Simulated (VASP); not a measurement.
## MgB2: single point with r2SCAN

MgB2:

```
Mg B
1.0
     3.02202    0.00000    0.00000
    -1.51101    2.61715    0.00000
     0.00000    0.00000    3.45108
Mg B
1 2
Direct
  0.00000 0.00000 0.00000
  0.66667 0.33333 0.50000
  0.33333 0.66667 0.50000
```

* Program: VASP 6.6.1
* Task: single point
* Functional: r2SCAN
* Potentials or basis: VASP PAW PBE potentials, release 64 (Mg, B)
* Cutoff: 520 eV
* k mesh: 10 × 10 × 8
* Occupations: fermi-dirac, width 0.05 eV
* Spin: no spin polarisation
* Dipole correction: no
* Further INCAR settings: ALGO = Normal; EDIFF = 1e-06; NBANDS = 11

```json
{
  "Pressure": "7.8 GPa",
  "Band gap on the k mesh": "zero (band 4 reaches 6.92 eV, above the bottom of band 5 at 4.26 eV)"
}
```

Stress tensor (GPa, compression positive):
```
9.20 0.00 0.00
0.00 9.20 0.00
0.00 0.00 5.13
```

Levels at points of the mesh, in eV from the Fermi level:
```tsv
k point	band 1	band 2	band 3	band 4	band 5	band 6	band 7	band 8
(0.00, 0.00, 0.00)	-13.65	-3.31	0.39	0.39	2.08	6.85	6.85	9.13
(0.50, 0.00, 0.00)	-9.42	-8.59	-2.44	0.13	3.39	4.24	6.04	8.45
(0.00, 0.00, 0.50)	-12.28	-8.10	0.82	0.82	7.14	7.14	8.92	11.30
(0.50, 0.00, 0.50)	-8.36	-7.63	-3.96	-2.14	-1.32	6.42	9.87	10.21
```

Run time: 43 s on 1 thread of Intel(R) Xeon(R) Platinum 8488C (Sapphire Rapids), on a shared host, peak memory 0.16 GiB.

Caveat: the PAW data sets were made with another functional, which shifts forces and pressure a little.
